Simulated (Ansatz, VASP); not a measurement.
Two plane-wave programs on Mg3CdSe2O2

```
Mg Cd Se O
1.0
     3.88983    0.00000    0.00000
     0.00000    3.88983    0.00000
     0.00000    0.00000    9.81374
Mg Cd Se O
3 1 2 2
Direct
  0.00000 0.00000 0.00000
  0.50000 0.50000 0.84751
  0.50000 0.50000 0.15249
  0.00000 0.00000 0.50000
  0.50000 0.00000 0.67989
  0.00000 0.50000 0.32011
  0.50000 0.00000 0.06235
  0.00000 0.50000 0.93765
```

Alike in both runs: functional PBE; k mesh 8 × 8 × 4; occupations gaussian, width 0.02 eV; no spin polarisation.

Ansatz relaxed the structure, and its values are those at the end. VASP's run is a single point on that final structure, the one shown.

|  | VASP | Ansatz |
| --- | --- | --- |
| version | VASP 6.6.1 | Ansatz 0.2.0 |
| potentials or method | VASP PAW PBE potentials, release 64 (Mg, Cd, Se, O), cutoff 520 eV | scalar-relativistic, plane waves, PAW |
| valence electrons in the cell | 42 | 94 |

Ansatz gave:

```
gap on the k mesh at the Fermi level (eV) : 1.11
least direct gap on the mesh (eV)         : 1.18
pressure (GPa)                            : 0.0
rms of the force components (eV/Å)        : 0.002
```

Task: Estimate VASP's values.

Result: gap on the k mesh at the Fermi level (eV): 1.09; least direct gap on the mesh (eV): 1.16; pressure (GPa): 0.0; rms of the force components (eV/Å): 0.015.

With one functional, cell and mesh, what is left measures potentials, basis and numerics. VASP's potentials hold 42 valence electrons a cell and Ansatz's 94, so a difference there can come from the potentials and not from the codes.
